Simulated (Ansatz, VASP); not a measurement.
**C32NO in VASP and in Ansatz**

```
C N O
1.0
     9.86400    0.00000    0.00000
    -4.93200    8.54247    0.00000
     0.00000    0.00000   11.00000
C N O
32 1 1
Direct
  0.99692 0.99602 0.08585
  0.16358 0.07936 0.08584
  0.99688 0.24600 0.08517
  0.16361 0.32939 0.08535
  0.99695 0.49609 0.08558
  0.16356 0.57937 0.08561
  0.99692 0.74605 0.08590
  0.16358 0.82937 0.08590
  0.24691 0.99603 0.08590
  0.41358 0.07938 0.08588
  0.24692 0.24605 0.08567
  0.41360 0.32939 0.08584
  0.24692 0.49610 0.08554
  0.41356 0.57939 0.08576
  0.24689 0.74602 0.08583
  0.41356 0.82937 0.08588
  0.49689 0.99603 0.08589
  0.66355 0.07937 0.08582
  0.49692 0.24606 0.08588
  0.66357 0.32939 0.08585
  0.49692 0.49606 0.08584
  0.66358 0.57939 0.08590
  0.49690 0.74605 0.08588
  0.66356 0.82938 0.08590
  0.74688 0.99603 0.08583
  0.91358 0.07939 0.08564
  0.74690 0.24606 0.08570
  0.91356 0.32940 0.08545
  0.74692 0.49606 0.08586
  0.91360 0.57939 0.08581
  0.74691 0.74605 0.08591
  0.91359 0.82937 0.08592
  0.06791 0.37407 0.33412
  0.03014 0.26334 0.39040
```

Alike in both runs: functional LDA; k mesh 1 × 1 × 1; occupations fermi-dirac, width 0.05 eV; collinear spin.

Ansatz relaxed the structure, and its values are those at the end. VASP's run is a single point on that final structure, the one shown.

```csv
,VASP,Ansatz
version,VASP 6.6.1,Ansatz 0.2.0
potentials or method,"VASP PAW LDA potentials, release 64 (C, N, O), cutoff 520 eV","scalar-relativistic, plane waves, PAW"
valence electrons in the cell,139,139
```

Ansatz gave:

| Quantity | Value |
| --- | --- |
| rms of the force components (eV/Å) | 0.000 |
| net moment per atom (μB) | 0.03 |
| size of the moment on the site where the two differ most (μB) | 0.24 |

Question: Which values does VASP return?

Answer: rms of the force components (eV/Å): 0.248; net moment per atom (μB): 0.03; size of the moment on the site where the two differ most (μB): 0.44.

LDA's correlation is that of Perdew and Zunger in VASP and of Perdew and Wang (1992) in Ansatz. Site moments also hang on the region over which each program counts them. One of these differences is far larger than is usual between the two programs; its cause wasn't traced. Ansatz's warnings: open shared shell at semilocal close, xc potential rough in thin density.

Noted on VASP's run: the standard files for N, O and F lose accuracy on very short bonds.
